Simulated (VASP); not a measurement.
# LiZn3F2 (R-3m) in VASP: further runs

LiZn3F2 is run at these levels: PBE; tasks: single point, relaxation of cell and atoms.

All numbers are computed with VASP 6.6.1; they aren't measurements. Logs are shortened: lines on timing, memory, paths and dates and some standing lists are left out, and cuts for length are marked.

**1. The cell of the first run**

Symmetry: R-3m, No. 166, trigonal system. Conventional cell: a = 7.755 Å, b = 7.755 Å, c = 6.448 Å, α = 90.00°, β = 90.00°, γ = 120.00°. Li (site symmetry -3m) has 2 F at 1.70 Å within 2.3 Å. Within 3.2 Å of Zn (site symmetry 2/m) lie 2 F at 2.28 Å and 2 Li at 3.10 Å and 4 Zn at 3.10 Å. Within 2.3 Å of F (site symmetry 3m) lie 1 Li at 1.70 Å and 3 Zn at 2.28 Å.

**2. Single point, PBE**

INCAR

```
SYSTEM = LiZn3F2
PREC = Accurate ; ENCUT = 520
EDIFF = 1E-6 ; ISMEAR = 0
SIGMA = 0.1 ; LREAL = .False.
LASPH = .True. ; NELM = 60
ALGO = Normal ; ISIF = 2
LWAVE = .False. ; LCHARG = .False.
GGA = PE ; NBANDS = 36
```

KPOINTS

```
Automatic mesh
0
Gamma
  4 4 4
  0 0 0
```

POSCAR

```
LiZn3F2
1.0
    3.8773147992      2.2385687416      2.1493286985
   -3.8773147992      2.2385687416      2.1493286985
    0.0000000000     -4.4771374875      2.1493286940
Li Zn F
1 3 2
Direct
    0.0000000000      0.0000000000      0.0000000000
    0.5000000000      0.5000000000      0.0000000000
    0.5000000000      0.0000000000      0.5000000000
    0.0000000000      0.5000000000      0.5000000000
    0.7366908388      0.7366908388      0.7366908388
    0.2633091612      0.2633091612      0.2633091612
```

Potentials or basis: VASP PAW PBE potentials, release 64 (Li_sv, Zn, F).

The run is started by

```bash
> cat potpaw_PBE.64/Li_sv/POTCAR potpaw_PBE.64/Zn/POTCAR potpaw_PBE.64/F/POTCAR > POTCAR
> mpirun -np 1 vasp_std > vasp.out
```

OUTCAR:

```text
SYSTEM = LiZn3F2
   PREC = Accurate
   ENCUT = 520
   EDIFF = 1E-6
   ISMEAR = 0
   LREAL = .False.
   LASPH = .True.
   NELM = 60
   ISIF = 2
   GGA = PE

 ion  position               nearest neighbor table
   1  0.000  0.000  0.000-   5 1.70   6 1.70
   2  0.500  0.500  0.000-   5 2.28   6 2.28
   3  0.500  0.000  0.500-   5 2.28   6 2.28
   4  0.000  0.500  0.500-   5 2.28   6 2.28
   5  0.737  0.737  0.737-   1 1.70   2 2.28   3 2.28   4 2.28
   6  0.263  0.263  0.263-   1 1.70   2 2.28   3 2.28   4 2.28

  LATTYP: Found a trigonal (rhomboedric) cell.
 ALAT       =     4.9663239843
 COS(alpha) =    -0.2190514223

  Lattice vectors:

 A1 = (   3.8773147992,   2.2385687416,   2.1493286985)
 A2 = (  -3.8773147992,   2.2385687416,   2.1493286985)
 A3 = (   0.0000000000,  -4.4771374875,   2.1493286940)

Analysis of symmetry for initial positions (statically):
=====================================================================
 Subroutine PRICEL returns:
 Original cell was already a primitive cell.

 Routine SETGRP: Setting up the symmetry group for a
 trigonal (rhombohedral) supercell.

 Subroutine GETGRP returns: Found 12 space group operations
 (whereof 12 operations were pure point group operations)
 out of a pool of 12 trial point group operations.

The static configuration has the point symmetry D_3d.

Analysis of symmetry for dynamics (positions and initial velocities):
=====================================================================
 Subroutine PRICEL returns:
 Original cell was already a primitive cell.

 Routine SETGRP: Setting up the symmetry group for a
 trigonal (rhombohedral) supercell.

 Subroutine GETGRP returns: Found 12 space group operations
 (whereof 12 operations were pure point group operations)
 out of a pool of 12 trial point group operations.

The dynamic configuration has the point symmetry D_3d.

 Subroutine INISYM returns: Found 12 space group operations
 (whereof 12 operations are pure point group operations),
 and found     1 'primitive' translations

----------------------------------------------------------------------------------------

                                     Primitive cell

  volume of cell :     111.9323

  direct lattice vectors                    reciprocal lattice vectors
     3.877314799  2.238568742  2.149328699     0.128955224  0.074452333  0.155087183
    -3.877314799  2.238568742  2.149328699    -0.128955224  0.074452333  0.155087183
     0.000000000 -4.477137488  2.149328694     0.000000000 -0.148904667  0.155087183

  length of vectors
     4.966323984  4.966323984  4.966323984     0.214999149  0.214999149  0.214999149

  position of ions in fractional coordinates (direct lattice)
     0.000000000  0.000000000  0.000000000
     0.500000000  0.500000000  0.000000000
     0.500000000  0.000000000  0.500000000
     0.000000000  0.500000000  0.500000000
     0.736690839  0.736690839  0.736690839
     0.263309161  0.263309161  0.263309161

  ion indices of the primitive-cell ions
   primitive index   ion index
                 1           1
                 2           2
                 3           3
                 4           4
                 5           5
                 6           6

----------------------------------------------------------------------------------------

 KPOINTS: Automatic mesh

Automatic generation of k-mesh.
 Grid dimensions read from file:
 generate k-points for:    4    4    4

 Generating k-lattice:

  Cartesian coordinates                     Fractional coordinates (reciprocal lattice)
     0.032238806  0.018613083  0.038771796     0.250000000  0.000000000  0.000000000
    -0.032238806  0.018613083  0.038771796     0.000000000  0.250000000  0.000000000
     0.000000000 -0.037226167  0.038771796     0.000000000  0.000000000  0.250000000

  Length of vectors
     0.053749787  0.053749787  0.053749787

  Shift w.r.t. Gamma in fractional coordinates (k-lattice)
     0.000000000  0.000000000  0.000000000

 Subroutine IBZKPT returns following result:
 ===========================================

 Found     13 irreducible k-points:

 Following reciprocal coordinates:
            Coordinates               Weight
  0.000000  0.000000  0.000000      1.000000
  0.250000  0.000000 -0.000000      6.000000
  0.500000  0.000000 -0.000000      3.000000
  0.250000  0.250000 -0.000000      6.000000
  0.500000  0.250000 -0.000000     12.000000
 -0.250000  0.250000  0.000000      6.000000
  0.500000  0.500000 -0.000000      3.000000
  0.250000  0.250000  0.250000      2.000000
  0.500000  0.250000  0.250000      6.000000
 -0.250000  0.250000  0.250000      6.000000
  0.500000  0.500000  0.250000      6.000000
 -0.250000  0.500000  0.250000      6.000000
  0.500000  0.500000  0.500000      1.000000
   k-points           NKPTS =     13   k-points in BZ     NKDIM =     13   number of bands    NBANDS=     36
   number of dos      NEDOS =    301   number of ions     NIONS =      6
   total plane-waves  NPLWV =  64000
   dimension x,y,z NGX =    40 NGY =   40 NGZ =   40
   dimension x,y,z NGXF=    80 NGYF=   80 NGZF=   80
   ions per type =               1   3   2
   NGX,Y,Z   is equivalent  to a cutoff of  13.39, 13.39, 13.39 a.u.
   NGXF,Y,Z  is equivalent  to a cutoff of  26.78, 26.78, 26.78 a.u.
 SYSTEM =  LiZn3F2
   PREC   = accura    normal or accurate (medium, high low for compatibility)
   ISTART =      0    job   : 0-new  1-cont  2-samecut
   ICHARG =      2    charge: 1-file 2-atom 10-const
   ISPIN  =      1    spin polarized calculation?
   LNONCOLLINEAR =      F non collinear calculations
   LSORBIT =      F    spin-orbit coupling
   LASPH  =      T    aspherical Exc in radial PAW
   ENCUT  =  520.0 eV  38.22 Ry    6.18 a.u.   9.23  9.23  9.23*2*pi/ulx,y,z
   NELM   =     60;   NELMIN=  2; NELMDL= -5     # of ELM steps
   EDIFF  = 0.1E-05   stopping-criterion for ELM
   LREAL  =      F    real-space projection
   EDIFFG = 0.1E-04   stopping-criterion for IOM
   NSW    =      0    number of steps for IOM
   IBRION =     -1    ionic relax: 0-MD 1-quasi-New 2-CG
   NFREE  =      0    steps in history (QN), initial steepest desc. (CG)
   ISIF   =      2    stress and relaxation
   ISYM   =      2    0-nonsym 1-usesym 2-fastsym
   POTIM  = 0.5000    time-step for ionic-motion
   TEBEG  =    0.0;   TEEND  =   0.0 temperature during run
   PSTRESS=    0.0 pullay stress
   NELECT =      53.0000    total number of electrons
   NUPDOWN=      -1.0000    fix difference up-down
   EMIN   =  10.00;   EMAX   =-10.00  energy-range for DOS
   EFERMI =   0.00;   METHOD = LEGACY
   ISMEAR =     0;   SIGMA  =   0.10  broadening in eV -4-tet -1-fermi 0-gaus
   EFERMI_NEDOS =   21; number of points for ismear=-14 and -15
   IALGO  =     38    algorithm
   IMIX   =      4    mixing-type and parameters
     AMIX     =   0.40;   BMIX     =  1.00
     AMIX_MAG =   1.60;   BMIX_MAG =  1.00
  volume/ion in A,a.u.               =      18.66       125.89
  Fermi-wavevector in a.u.,A,eV,Ry     =   1.275993  2.411277 22.152433  1.628158
  Thomas-Fermi vector in A             =   2.408674
   LORBIT       =      0    0 simple, 1 ext, 2 COOP (PROOUT), +10 PAW based schemes
   GGA     = PE    functional components
   LHFCALC =     F    Hartree Fock is set to
   AEXX    =    0.0000 exact exchange contribution
   IVDW    =     0    specifies the selected vdW correction
   LEPSILON=     F    determine dielectric tensor
   LRPA    =     F    only Hartree local field effects (RPA)
 non-spin polarized calculation
 Gauss-broadening in eV      SIGMA  =   0.10
  energy-cutoff  :      520.00
  volume of cell :      111.93
 maximum number of plane-waves:      3027
 NGX is ok and might be reduce to    40
   NGX = 19   NGY = 19   NGZ = 19

 number of electron      53.0000043 magnetization

 Free energy of the ion-electron system (eV)
  ---------------------------------------------------
  ext. energy  EPLUGINS =         0.00000000
  ---------------------------------------------------
  free energy    TOTEN  =       -14.36937598 eV

  energy without entropy =      -14.35998842  energy(sigma->0) =      -14.36468220

 E-fermi :   0.3894     XC(G=0):  -8.7443

 val. band max:        0.1578284187   @ k =   0.5000   0.5000   0.2500
 cond. band min:       0.3949824460   @ k =  -0.2500   0.5000   0.2500
 fundamental gap:      0.2371540274
 Fermi energy:         0.3894244138

 k-point     1 :       0.0000    0.0000    0.0000
  band No.  band energies     occupation
      1     -45.0744      2.00000
      2     -23.1950      2.00000
      3     -23.1930      2.00000
      4      -6.6639      2.00000
      5      -6.6639      2.00000
      6      -6.4947      2.00000
[... 28 lines left out ...]
     35       7.4456      0.00000
     36       7.4456      0.00000

 k-point     2 :       0.2500    0.0000   -0.0000
  band No.  band energies     occupation
      1     -45.0745      2.00000
      2     -23.2471      2.00000
      3     -23.1394      2.00000
      4      -6.6387      2.00000
      5      -6.5901      2.00000
      6      -6.4520      2.00000
[... 28 lines left out ...]
     35       8.3003      0.00000
     36       8.8706      0.00000

 k-point     3 :       0.5000    0.0000   -0.0000
  band No.  band energies     occupation
      1     -45.0745      2.00000
      2     -23.2683      2.00000
      3     -23.1161      2.00000
      4      -6.6104      2.00000
      5      -6.3929      2.00000
      6      -6.3927      2.00000
[... 28 lines left out ...]
     35       7.8209      0.00000
     36       8.3329      0.00000

 k-point     4 :       0.2500    0.2500   -0.0000
  band No.  band energies     occupation
      1     -45.0745      2.00000
      2     -23.2688      2.00000
      3     -23.1153      2.00000
      4      -6.6715      2.00000
      5      -6.5989      2.00000
      6      -6.4096      2.00000
[... 28 lines left out ...]
     35       7.8273      0.00000
     36       8.2622      0.00000

 k-point     5 :       0.5000    0.2500   -0.0000
  band No.  band energies     occupation
      1     -45.0744      2.00000
      2     -23.2475      2.00000
      3     -23.1361      2.00000
      4      -6.6405      2.00000
      5      -6.4902      2.00000
      6      -6.3236      2.00000
[... 28 lines left out ...]
     35       8.6414      0.00000
     36       8.6814      0.00000

 k-point     6 :      -0.2500    0.2500    0.0000
  band No.  band energies     occupation
      1     -45.0744      2.00000
      2     -23.2037      2.00000
      3     -23.1820      2.00000
      4      -6.5941      2.00000
      5      -6.4505      2.00000
      6      -6.3977      2.00000
[... 28 lines left out ...]
     35       8.9995      0.00000
     36       9.2282      0.00000

 k-point     7 :       0.5000    0.5000   -0.0000
  band No.  band energies     occupation
      1     -45.0744      2.00000
      2     -23.2121      2.00000
      3     -23.1708      2.00000
      4      -6.7195      2.00000
      5      -6.4027      2.00000
      6      -6.3765      2.00000
[... 28 lines left out ...]
     35       8.7832      0.00000
     36       9.7579      0.00000

 k-point     8 :       0.2500    0.2500    0.2500
  band No.  band energies     occupation
      1     -45.0744      2.00000
      2     -23.2544      2.00000
      3     -23.1286      2.00000
      4      -6.7038      2.00000
      5      -6.7038      2.00000
      6      -6.3298      2.00000
[... 28 lines left out ...]
     35       8.7194      0.00000
     36       8.7195      0.00000

 k-point     9 :       0.5000    0.2500    0.2500
  band No.  band energies     occupation
      1     -45.0744      2.00000
      2     -23.2135      2.00000
      3     -23.1697      2.00000
      4      -6.6625      2.00000
      5      -6.6405      2.00000
      6      -6.2545      2.00000
[... 28 lines left out ...]
     35       8.6848      0.00000
     36       9.1035      0.00000

 k-point    10 :      -0.2500    0.2500    0.2500
  band No.  band energies     occupation
      1     -45.0744      2.00000
      2     -23.2410      2.00000
      3     -23.1428      2.00000
      4      -6.5980      2.00000
      5      -6.4530      2.00000
      6      -6.3933      2.00000
[... 28 lines left out ...]
     35       8.2178      0.00000
     36       8.6985      0.00000

 k-point    11 :       0.5000    0.5000    0.2500
  band No.  band energies     occupation
      1     -45.0745      2.00000
      2     -23.2363      2.00000
      3     -23.1453      2.00000
      4      -6.6967      2.00000
      5      -6.5890      2.00000
      6      -6.2653      2.00000
[... 28 lines left out ...]
     35       8.4133      0.00000
     36       9.5581      0.00000

 k-point    12 :      -0.2500    0.5000    0.2500
  band No.  band energies     occupation
      1     -45.0745      2.00000
      2     -23.2596      2.00000
      3     -23.1226      2.00000
      4      -6.6132      2.00000
      5      -6.4903      2.00000
      6      -6.2987      2.00000
[... 28 lines left out ...]
     35       8.9914      0.00000
     36       9.1304      0.00000

 k-point    13 :       0.5000    0.5000    0.5000
  band No.  band energies     occupation
      1     -45.0744      2.00000
      2     -23.2508      2.00000
      3     -23.1289      2.00000
      4      -6.6788      2.00000
      5      -6.6788      2.00000
      6      -6.2919      2.00000
[... 28 lines left out ...]
     35      10.9145      0.00000
     36      11.6675      0.00000

------------------------ aborting loop because EDIFF is reached ----------------------------------------

  FORCE on cell =-STRESS in cart. coord.  units (eV):
  Direction    XX          YY          ZZ          XY          YZ          ZX
  --------------------------------------------------------------------------------------
  -------------------------------------------------------------------------------------
  Total        0.0550732      0.0550732      0.0599722      0.0000000     -0.0000000      0.0000000
  in kB        0.7883066      0.7883066      0.8584304      0.0000000     -0.0000000      0.0000000
  external PRESSURE =       0.8116812 kB  Pullay stress =       0.0000000 kB

 VOLUME and BASIS-vectors are now :
 -----------------------------------------------------------------------------
  energy-cutoff  :      520.00
  volume of cell :      111.93
      direct lattice vectors                 reciprocal lattice vectors
     3.877314799  2.238568742  2.149328699     0.128955224  0.074452333  0.155087183
    -3.877314799  2.238568742  2.149328699    -0.128955224  0.074452333  0.155087183
     0.000000000 -4.477137488  2.149328694     0.000000000 -0.148904667  0.155087183

 POSITION                                       TOTAL-FORCE (eV/Angst)
 -----------------------------------------------------------------------------------
      0.00000      0.00000      0.00000        -0.000000      0.000000      0.000000
      0.00000      2.23857      2.14933        -0.000000      0.000000      0.000000
      1.93866     -1.11928      2.14933         0.000000      0.000000      0.000000
     -1.93866     -1.11928      2.14933         0.000000      0.000000      0.000000
      0.00000     -0.00000      4.75017        -0.000000      0.000000     -0.059052
      0.00000     -0.00000      1.69781        -0.000000     -0.000000      0.059052
 -----------------------------------------------------------------------------------
    total drift:                                0.000000      0.000000     -0.000000

  FREE ENERGIE OF THE ION-ELECTRON SYSTEM (eV)
  ---------------------------------------------------
  free  energy   TOTEN  =       -14.3693759760 eV

  energy  without entropy=      -14.3599884156  energy(sigma->0) =      -14.36468220
```

Wall time 36 s (1 thread of Intel Xeon 6975P-C (Granite Rapids), shared host); peak memory 0.24 GiB.

Results:

- Free energy: -14.3694 eV
- Largest force: 0.059 eV/Å
- Band gap on the k mesh: zero (an odd number of electrons rules out a gap without spin polarisation)

Forces on the atoms (eV/Å):
```
Li   0.000  0.000  0.000
Zn   0.000  0.000  0.000
Zn   0.000  0.000  0.000
Zn   0.000  0.000  0.000
F    0.000  0.000 -0.059
F    0.000  0.000  0.059
```

Caveat: the cutoff is under 1.25 times the usual one of these potentials, so pressure, stress and relaxed cells hold a basis-set (Pulay) error; an odd number of electrons without spin polarisation forces a metal; a magnetic or distorted state may lie lower.

(Part 1 of 3 ends here.)
